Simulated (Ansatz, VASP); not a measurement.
La2O3: VASP beside Ansatz

Contents of INCAR:

```
ALGO     = Normal         # electronic algorithm
EDIFF    = 1E-6           # SCF threshold, eV
ENCUT    = 520            # plane-wave cutoff, eV
GGA      = PE             # functional
ISIF     = 2              # what is computed and relaxed
ISMEAR   = -1             # smearing method
LASPH    = T              # aspherical terms in the spheres
LCHARG   = F              # write CHGCAR
LREAL    = F              # projectors in reciprocal space
LWAVE    = F              # write WAVECAR
NBANDS   = 28             # bands
NELM     = 100            # most SCF steps
PREC     = Accurate       # precision mode
SIGMA    = 0.05           # smearing width, eV
```

The input KPOINTS:

```
k-points
0
Gamma
  5 5 8
```

The input POSCAR:

```
La2O3
1.0
    6.3082833429      0.0000000000      0.0000000000
   -3.1541416714      5.4631336292      0.0000000000
    0.0000000000      0.0000000000      3.3216193918
La O
2 3
Direct
    0.6666666667      0.3333333333      0.5000000000
    0.3333333333      0.6666666667      0.5000000000
    0.5080139900      0.0000000000      0.0000000000
    0.0000000000      0.5080139900      0.0000000000
    0.4919860100      0.4919860100      0.0000000000
```

Contents of input.yaml:

```yaml
crystal:
  lattice:
    - [6.3082833429, 0.0, 0.0]
    - [-3.1541416714, 5.4631336292, 0.0]
    - [0.0, 0.0, 3.3216193918]
  atoms:
    - { symbol: La, position: [0.6666666667, 0.3333333333, 0.5] }
    - { symbol: La, position: [0.3333333333, 0.6666666667, 0.5] }
    - { symbol: O, position: [0.50801399, 0.0, 0.0] }
    - { symbol: O, position: [0.0, 0.50801399, 0.0] }
    - { symbol: O, position: [0.49198601, 0.49198601, 0.0] }
kpoints:
  mp_grid: { grid: [5, 5, 8] }
scf:
  occupations: { method: fermi_dirac, width: 0.05 }
hamiltonian:
  xc: pbe
  pseudopotentials: { kind: all_electron, lapw: { basis_error: 0.001 } }
output:
  forces: true
  stress: true
  eigenvalues: true
```

Change from the starting cell: volume scaled by 1.02.

Alike in both runs: task single point; functional PBE; k mesh 5 × 5 × 8; occupations fermi-dirac, width 0.05 eV; no spin polarisation.

|  | VASP | Ansatz |
| --- | --- | --- |
| version | VASP 6.6.1 | Ansatz 0.2.0 |
| potentials or method | VASP PAW PBE potentials, release 64 (La, O), cutoff 520 eV | all-electron LAPW, scalar-relativistic |

VASP gave:

```
gap on the k mesh at the Fermi level (eV)                     : 1.64
least direct gap on the mesh (eV)                             : 2.09
pressure (GPa)                                                : 0.0
traceless stress, the component that is largest in VASP (GPa) : -2.22
rms of the force components (eV/Å)                            : 0.025
```

Question: Estimate Ansatz's values.

Answer: gap on the k mesh at the Fermi level (eV): 1.63; least direct gap on the mesh (eV): 2.09; pressure (GPa): 0.2; traceless stress, the component that is largest in VASP (GPa): -2.17; rms of the force components (eV/Å): 0.025.

Atom by atom the forces differ by 0.001 eV/Å (rms over components). Ansatz ran all-electron here, and VASP with PAW potentials.

Spin-orbit coupling is off throughout.
